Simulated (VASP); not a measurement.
# Fe (Im-3m) in VASP: a series of runs

Runs on Fe. Level: PBEsol. Tasks: single point.

Program: VASP 6.6.1. These are calculated values, not measurements. Logs are shortened: lines on timing, memory, paths and dates and some standing lists are left out, and cuts for length are marked.

## (1) The cell of the first run

It takes space group Im-3m (No. 229, cubic). Conventional cell: a = 2.790 Å, b = 2.790 Å, c = 2.790 Å, α = 90.00°, β = 90.00°, γ = 90.00°. Fe (site symmetry m-3m) has 14 Fe at 2.42 to 2.79 Å within 3.2 Å.

## (2) Single point, PBEsol, collinear spin, ferromagnetic start

INCAR

```
SYSTEM = Fe
ALGO = Fast ; EDIFF = 1E-6
ENCUT = 520 ; GGA = PS
ISIF = 2 ; ISMEAR = 0
ISPIN = 2 ; LASPH = .TRUE.
LCHARG = .FALSE. ; LMAXMIX = 4
LORBIT = 11 ; LREAL = .FALSE.
LWAVE = .FALSE. ; MAGMOM = 2.37
NBANDS = 14 ; NELM = 150
PREC = Accurate ; SIGMA = 0.05
```

KPOINTS

```
k-points
0
G
  22 22 22
  0 0 0
```

POSCAR

```
Fe
1.0
   -1.3949057342      1.3949057342      1.3949057342
    1.3949057342     -1.3949057342      1.3949057342
    1.3949057342      1.3949057342     -1.3949057342
Fe
1
Direct
    0.0000000000      0.0000000000      0.0000000000
```

Potentials or basis: VASP PAW PBE potentials, release 64 (Fe).

Started as:

```console
cat potpaw_PBE.64/Fe/POTCAR > POTCAR
mpirun -np 1 vasp_std > vasp.out
```

OUTCAR:

```text
SYSTEM = Fe
   EDIFF = 1E-6
   ENCUT = 520
   GGA = PS
   ISIF = 2
   ISMEAR = 0
   ISPIN = 2
   LASPH = .TRUE.
   LORBIT = 11
   LREAL = .FALSE.
   NELM = 150
   PREC = Accurate

 ion  position               nearest neighbor table
   1  0.000  0.000  0.000-

  LATTYP: Found a body centered cubic cell.
 ALAT       =     2.7898114684

  Lattice vectors:

 A1 = (  -1.3949057342,   1.3949057342,   1.3949057342)
 A2 = (   1.3949057342,  -1.3949057342,   1.3949057342)
 A3 = (   1.3949057342,   1.3949057342,  -1.3949057342)

Analysis of symmetry for initial positions (statically):
=====================================================================
 Subroutine PRICEL returns:
 Original cell was already a primitive cell.

 Routine SETGRP: Setting up the symmetry group for a
 body centered cubic supercell.

 Subroutine GETGRP returns: Found 48 space group operations
 (whereof 48 operations were pure point group operations)
 out of a pool of 48 trial point group operations.

The static configuration has the point symmetry O_h .

Analysis of symmetry for dynamics (positions and initial velocities):
=====================================================================
 Subroutine PRICEL returns:
 Original cell was already a primitive cell.

 Routine SETGRP: Setting up the symmetry group for a
 body centered cubic supercell.

 Subroutine GETGRP returns: Found 48 space group operations
 (whereof 48 operations were pure point group operations)
 out of a pool of 48 trial point group operations.

The dynamic configuration has the point symmetry O_h .

Analysis of structural, dynamic, and magnetic symmetry:
=====================================================================
 Subroutine PRICEL returns:
 Original cell was already a primitive cell.

 Routine SETGRP: Setting up the symmetry group for a
 body centered cubic supercell.

 Subroutine GETGRP returns: Found 48 space group operations
 (whereof 48 operations were pure point group operations)
 out of a pool of 48 trial point group operations.

The overall configuration has the point symmetry O_h .

 Subroutine INISYM returns: Found 48 space group operations
 (whereof 48 operations are pure point group operations),
 and found     1 'primitive' translations

----------------------------------------------------------------------------------------

                                     Primitive cell

  volume of cell :      10.8566

  direct lattice vectors                    reciprocal lattice vectors
    -1.394905734  1.394905734  1.394905734     0.000000000  0.358447161  0.358447161
     1.394905734 -1.394905734  1.394905734     0.358447161  0.000000000  0.358447161
     1.394905734  1.394905734 -1.394905734     0.358447161  0.358447161  0.000000000

  length of vectors
     2.416047603  2.416047603  2.416047603     0.506920836  0.506920836  0.506920836

  position of ions in fractional coordinates (direct lattice)
     0.000000000  0.000000000  0.000000000

  ion indices of the primitive-cell ions
   primitive index   ion index
                 1           1

----------------------------------------------------------------------------------------

 KPOINTS: k-points

Automatic generation of k-mesh.
 Grid dimensions read from file:
 generate k-points for:   22   22   22

 Generating k-lattice:

  Cartesian coordinates                     Fractional coordinates (reciprocal lattice)
     0.000000000  0.016293053  0.016293053     0.045454545  0.000000000  0.000000000
     0.016293053  0.000000000  0.016293053     0.000000000  0.045454545  0.000000000
     0.016293053  0.016293053  0.000000000     0.000000000  0.000000000  0.045454545

  Length of vectors
     0.023041856  0.023041856  0.023041856

  Shift w.r.t. Gamma in fractional coordinates (k-lattice)
     0.000000000  0.000000000  0.000000000

 Subroutine IBZKPT returns following result:
 ===========================================

 Found    328 irreducible k-points:

 Following reciprocal coordinates:
            Coordinates               Weight
  0.000000  0.000000  0.000000      1.000000
  0.045455  0.000000  0.000000     12.000000
  0.090909  0.000000  0.000000     12.000000
  0.136364  0.000000  0.000000     12.000000
  0.181818  0.000000  0.000000     12.000000
  0.227273  0.000000  0.000000     12.000000
[... 16 lines left out ...]
  0.090909  0.090909  0.000000     24.000000
  0.136364  0.090909 -0.000000     48.000000
 [... further k-points ...]
   k-points           NKPTS =    328   k-points in BZ     NKDIM =    328   number of bands    NBANDS=     14
   number of dos      NEDOS =    301   number of ions     NIONS =      1
   total plane-waves  NPLWV =   5832
   dimension x,y,z NGX =    18 NGY =   18 NGZ =   18
   dimension x,y,z NGXF=    36 NGYF=   36 NGZF=   36
   ions per type =               1
   NGX,Y,Z   is equivalent  to a cutoff of  12.39, 12.39, 12.39 a.u.
   NGXF,Y,Z  is equivalent  to a cutoff of  24.77, 24.77, 24.77 a.u.
 SYSTEM =  Fe
   PREC   = accura    normal or accurate (medium, high low for compatibility)
   ISTART =      0    job   : 0-new  1-cont  2-samecut
   ICHARG =      2    charge: 1-file 2-atom 10-const
   ISPIN  =      2    spin polarized calculation?
   LNONCOLLINEAR =      F non collinear calculations
   LSORBIT =      F    spin-orbit coupling
   LASPH  =      T    aspherical Exc in radial PAW
   ENCUT  =  520.0 eV  38.22 Ry    6.18 a.u.   4.49  4.49  4.49*2*pi/ulx,y,z
   NELM   =    150;   NELMIN=  2; NELMDL= -5     # of ELM steps
   EDIFF  = 0.1E-05   stopping-criterion for ELM
   LREAL  =      F    real-space projection
   EDIFFG = 0.1E-04   stopping-criterion for IOM
   NSW    =      0    number of steps for IOM
   IBRION =     -1    ionic relax: 0-MD 1-quasi-New 2-CG
   NFREE  =      0    steps in history (QN), initial steepest desc. (CG)
   ISIF   =      2    stress and relaxation
   ISYM   =      2    0-nonsym 1-usesym 2-fastsym
   POTIM  = 0.5000    time-step for ionic-motion
   TEBEG  =    0.0;   TEEND  =   0.0 temperature during run
   PSTRESS=    0.0 pullay stress
   NELECT =       8.0000    total number of electrons
   NUPDOWN=      -1.0000    fix difference up-down
   EMIN   =  10.00;   EMAX   =-10.00  energy-range for DOS
   EFERMI =   0.00;   METHOD = LEGACY
   ISMEAR =     0;   SIGMA  =   0.05  broadening in eV -4-tet -1-fermi 0-gaus
   EFERMI_NEDOS =   21; number of points for ismear=-14 and -15
   IALGO  =     68    algorithm
   IMIX   =      4    mixing-type and parameters
     AMIX     =   0.40;   BMIX     =  1.00
     AMIX_MAG =   1.60;   BMIX_MAG =  1.00
  volume/ion in A,a.u.               =      10.86        73.26
  Fermi-wavevector in a.u.,A,eV,Ry     =   1.478677  2.794294 29.748942  2.186486
  Thomas-Fermi vector in A             =   2.592929
   LORBIT       =     11    0 simple, 1 ext, 2 COOP (PROOUT), +10 PAW based schemes
   GGA     = PS    functional components
   LHFCALC =     F    Hartree Fock is set to
   AEXX    =    0.0000 exact exchange contribution
   IVDW    =     0    specifies the selected vdW correction
   LEPSILON=     F    determine dielectric tensor
   LRPA    =     F    only Hartree local field effects (RPA)
 spin polarized calculation
 RMM-DIIS sequential band-by-band and
 Gauss-broadening in eV      SIGMA  =   0.05
  energy-cutoff  :      520.00
  volume of cell :       10.86
 maximum number of plane-waves:       321
 NGX is ok and might be reduce to    18
   NGX =  9   NGY =  9   NGZ =  9

 number of electron       8.0000004 magnetization       2.1401713

 Free energy of the ion-electron system (eV)
  ---------------------------------------------------
  ext. energy  EPLUGINS =         0.00000000
  ---------------------------------------------------
  free energy    TOTEN  =        -8.91909503 eV

  energy without entropy =       -8.91815438  energy(sigma->0) =       -8.91862470

 E-fermi :   6.1595     XC(G=0): -13.5380

 val. band max:        6.1583210689   @ k =   0.4091   0.0455   0.0000
 cond. band min:       6.1608439068   @ k =  -0.4091   0.4091   0.2727
 fundamental gap:      0.0025228379
 Fermi energy:         6.1595063658

 spin component 1

 k-point     1 :       0.0000    0.0000    0.0000
  band No.  band energies     occupation
      1      -2.6513      1.00000
      2       3.7385      1.00000
      3       3.7385      1.00000
      4       3.7385      1.00000
      5       5.0996      1.00000
      6       5.0996      1.00000
      7      31.5140      0.00000
      8      31.5140      0.00000
      9      31.5140      0.00000
     10      36.9200      0.00000
     11      36.9200      0.00000
     12      39.4533      0.00000
     13      39.4533      0.00000
     14      39.4533      0.00000
[... 375 lines left out ...]
 k-point    24 :       0.1364    0.0909   -0.0000
  band No.  band energies     occupation
      1      -1.0723      1.00000
      2       3.3833      1.00000
      3       3.4912      1.00000
      4       4.6798      1.00000
      5       4.8137      1.00000
      6       5.1936      1.00000
      7      25.6090      0.00000
      8      27.3529      0.00000
      9      31.5681      0.00000
     10      32.0319      0.00000
     11      35.8603      0.00000
     12      37.3620      0.00000
     13      41.3750      0.00000
     14      41.4435      0.00000

 [... further k-points ...]

 spin component 2

 k-point     1 :       0.0000    0.0000    0.0000
  band No.  band energies     occupation
      1      -2.3762      1.00000
      2       5.6113      1.00000
      3       5.6114      1.00000
      4       5.6114      1.00000
      5       7.6958      0.00000
      6       7.6959      0.00000
      7      31.4471      0.00000
      8      31.4471      0.00000
      9      31.4471      0.00000
     10      37.2478      0.00000
     11      37.2478      0.00000
     12      40.1949      0.00000
     13      40.1949      0.00000
     14      40.1949      0.00000
[... 375 lines left out ...]
 k-point    24 :       0.1364    0.0909   -0.0000
  band No.  band energies     occupation
      1      -0.7703      1.00000
      2       5.1838      1.00000
      3       5.3047      1.00000
      4       6.6155      0.00000
      5       7.2919      0.00000
      6       7.7981      0.00000
      7      26.1311      0.00000
      8      27.7822      0.00000
      9      31.9434      0.00000
     10      32.5344      0.00000
     11      36.2682      0.00000
     12      38.0024      0.00000
     13      41.7787      0.00000
     14      42.0053      0.00000

 [... further k-points ...]

------------------------ aborting loop because EDIFF is reached ----------------------------------------

  FORCE on cell =-STRESS in cart. coord.  units (eV):
  Direction    XX          YY          ZZ          XY          YZ          ZX
  --------------------------------------------------------------------------------------
  -------------------------------------------------------------------------------------
  Total       -0.0242557     -0.0242557     -0.0242557     -0.0000000     -0.0000000     -0.0000000
  in kB       -3.5795667     -3.5795667     -3.5795667     -0.0000000     -0.0000000     -0.0000000
  external PRESSURE =      -3.5795667 kB  Pullay stress =       0.0000000 kB

 VOLUME and BASIS-vectors are now :
 -----------------------------------------------------------------------------
  energy-cutoff  :      520.00
  volume of cell :       10.86
      direct lattice vectors                 reciprocal lattice vectors
    -1.394905734  1.394905734  1.394905734     0.000000000  0.358447161  0.358447161
     1.394905734 -1.394905734  1.394905734     0.358447161  0.000000000  0.358447161
     1.394905734  1.394905734 -1.394905734     0.358447161  0.358447161  0.000000000

 POSITION                                       TOTAL-FORCE (eV/Angst)
 -----------------------------------------------------------------------------------
      0.00000      0.00000      0.00000        -0.000000     -0.000000     -0.000000
 -----------------------------------------------------------------------------------
    total drift:                                0.000000      0.000000      0.000000

  FREE ENERGIE OF THE ION-ELECTRON SYSTEM (eV)
  ---------------------------------------------------
  free  energy   TOTEN  =        -8.9190950288 eV

  energy  without entropy=       -8.9181543752  energy(sigma->0) =       -8.91862470

 total charge

# of ion       s       p       d       tot
------------------------------------------
    1        0.510   0.587   6.273   7.371

 magnetization (x)

# of ion       s       p       d       tot
------------------------------------------
    1       -0.012  -0.048   2.180   2.120
```

Run time: 36 s. Hardware: 1 thread of Intel Xeon 6975P-C (Granite Rapids), shared host; peak memory 0.18 GiB.

What came out:

- Free energy: -8.9191 eV
- Pressure: -0.4 GPa
- Net moment: 2.14 μB per cell
- Site moments: Fe +2.12 μB
- Valence electrons inside the program's atomic spheres: Fe 7.37

Caveat: the PAW data sets were made with another functional, which shifts forces and pressure a little.

## (3) Single point, PBEsol, collinear spin, ferromagnetic start (volume scaled by 0.800)

INCAR

```
SYSTEM = Fe
  PREC = Accurate
  ENCUT = 520
  EDIFF = 1E-6
  ISMEAR = 0
  SIGMA = 0.05
  LREAL = .False.
  LASPH = .True.
  NELM = 150
  ALGO = Fast
  ISIF = 2
  LWAVE = .False.
  LCHARG = .True.
  ISPIN = 2
  MAGMOM = 1.96
  LORBIT = 11
  LMAXMIX = 4
  GGA = PS
  LELF = .True.
  LVHAR = .True.
  NBANDS = 14
```

KPOINTS

```
Automatic mesh
0
Gamma
  24 24 24
  0 0 0
```

POSCAR

```
Fe
1.0
   -1.2949157760      1.2949157760      1.2949157760
    1.2949157760     -1.2949157760      1.2949157760
    1.2949157760      1.2949157760     -1.2949157760
Fe
1
Direct
    0.0000000000      0.0000000000      0.0000000000
```

Potentials or basis: VASP PAW PBE potentials, release 64 (Fe).

Started as:

```console
cat potpaw_PBE.64/Fe/POTCAR > POTCAR
mpirun -np 1 vasp_std > vasp.out
```

OUTCAR:

```text
SYSTEM = Fe
   PREC = Accurate
   ENCUT = 520
   EDIFF = 1E-6
   ISMEAR = 0
   LREAL = .False.
   LASPH = .True.
   NELM = 150
   ISIF = 2
   ISPIN = 2
   LORBIT = 11
   GGA = PS

 ion  position               nearest neighbor table
   1  0.000  0.000  0.000-

  LATTYP: Found a body centered cubic cell.
 ALAT       =     2.5898315520

  Lattice vectors:

 A1 = (  -1.2949157760,   1.2949157760,   1.2949157760)
 A2 = (   1.2949157760,  -1.2949157760,   1.2949157760)
 A3 = (   1.2949157760,   1.2949157760,  -1.2949157760)

Analysis of symmetry for initial positions (statically):
=====================================================================
 Subroutine PRICEL returns:
 Original cell was already a primitive cell.

 Routine SETGRP: Setting up the symmetry group for a
 body centered cubic supercell.

 Subroutine GETGRP returns: Found 48 space group operations
 (whereof 48 operations were pure point group operations)
 out of a pool of 48 trial point group operations.

The static configuration has the point symmetry O_h .

Analysis of symmetry for dynamics (positions and initial velocities):
[... 989 lines left out ...]
      3       9.2366      0.00000
      4       9.9860      0.00000
      5      10.6547      0.00000
      6      11.9126      0.00000
      7      20.3017      0.00000
      8      29.5074      0.00000
      9      33.8650      0.00000
     10      37.6658      0.00000
     11      43.1916      0.00000
     12      48.1117      0.00000
     13      54.2372      0.00000
     14      56.8728      0.00000

 [... further k-points ...]

------------------------ aborting loop because EDIFF is reached ----------------------------------------

  FORCE on cell =-STRESS in cart. coord.  units (eV):
  Direction    XX          YY          ZZ          XY          YZ          ZX
  --------------------------------------------------------------------------------------
  -------------------------------------------------------------------------------------
  Total        4.4096249      4.4096249      4.4096249      0.0000000      0.0000000     -0.0000000
  in kB      813.4440166    813.4440166    813.4440166      0.0000000      0.0000000     -0.0000000
  external PRESSURE =     813.4440166 kB  Pullay stress =       0.0000000 kB

 VOLUME and BASIS-vectors are now :
 -----------------------------------------------------------------------------
  energy-cutoff  :      520.00
  volume of cell :        8.69
      direct lattice vectors                 reciprocal lattice vectors
    -1.294915776  1.294915776  1.294915776     0.000000000  0.386125499  0.386125499
     1.294915776 -1.294915776  1.294915776     0.386125499  0.000000000  0.386125499
     1.294915776  1.294915776 -1.294915776     0.386125499  0.386125499  0.000000000

 POSITION                                       TOTAL-FORCE (eV/Angst)
 -----------------------------------------------------------------------------------
      0.00000      0.00000      0.00000        -0.000000     -0.000000     -0.000000
 -----------------------------------------------------------------------------------
    total drift:                                0.000000      0.000000     -0.000000

  FREE ENERGIE OF THE ION-ELECTRON SYSTEM (eV)
  ---------------------------------------------------
  free  energy   TOTEN  =        -8.4758355478 eV

  energy  without entropy=       -8.4745761943  energy(sigma->0) =       -8.47520587

 total charge

# of ion       s       p       d       tot
------------------------------------------
    1        0.626   0.829   6.544   7.998

 magnetization (x)

# of ion       s       p       d       tot
------------------------------------------
    1       -0.010  -0.045   1.698   1.643
```

Run time: 46 s. Hardware: 1 thread of Intel Xeon 6975P-C (Granite Rapids), shared host; peak memory 0.18 GiB.

What came out:

```
Free energy                                           : -8.4758 eV
Pressure                                              : 81.3 GPa
Net moment                                            : 1.69 μB per cell
Site moments                                          : Fe +1.64 μB
Valence electrons inside the program's atomic spheres : Fe 8.00
```

Levels at points of the mesh, in eV from the Fermi level:
Spin up:
| k point | band 1 | band 2 | band 3 | band 4 | band 5 | band 6 | band 7 | band 8 | band 9 | band 10 |
| --- | --- | --- | --- | --- | --- | --- | --- | --- | --- | --- |
| (0.00, 0.00, 0.00) | -10.26 | -2.98 | -2.98 | -2.98 | -1.04 | -1.04 | 27.47 | 27.47 | 27.47 | 34.62 |
| (0.50, 0.00, 0.00) | -6.73 | -4.65 | -0.94 | -0.71 | 0.39 | 1.10 | 10.11 | 20.48 | 24.78 | 27.79 |
| (0.50, 0.50, 0.50) | -6.84 | -6.84 | 0.68 | 0.68 | 0.68 | 11.94 | 11.94 | 11.94 | 18.73 | 18.73 |
Spin down:
| k point | band 1 | band 2 | band 3 | band 4 | band 5 | band 6 | band 7 | band 8 |
| --- | --- | --- | --- | --- | --- | --- | --- | --- |
| (0.00, 0.00, 0.00) | -9.97 | -1.57 | -1.57 | -1.57 | 1.14 | 1.14 | 27.49 | 27.49 |
| (0.50, 0.00, 0.00) | -5.71 | -3.39 | 0.68 | 1.04 | 1.54 | 2.76 | 11.25 | 20.69 |
| (0.50, 0.50, 0.50) | -5.42 | -5.42 | 2.31 | 2.31 | 2.31 | 12.29 | 12.29 | 12.29 |

Caveat: the PAW data sets were made with another functional, which shifts forces and pressure a little.
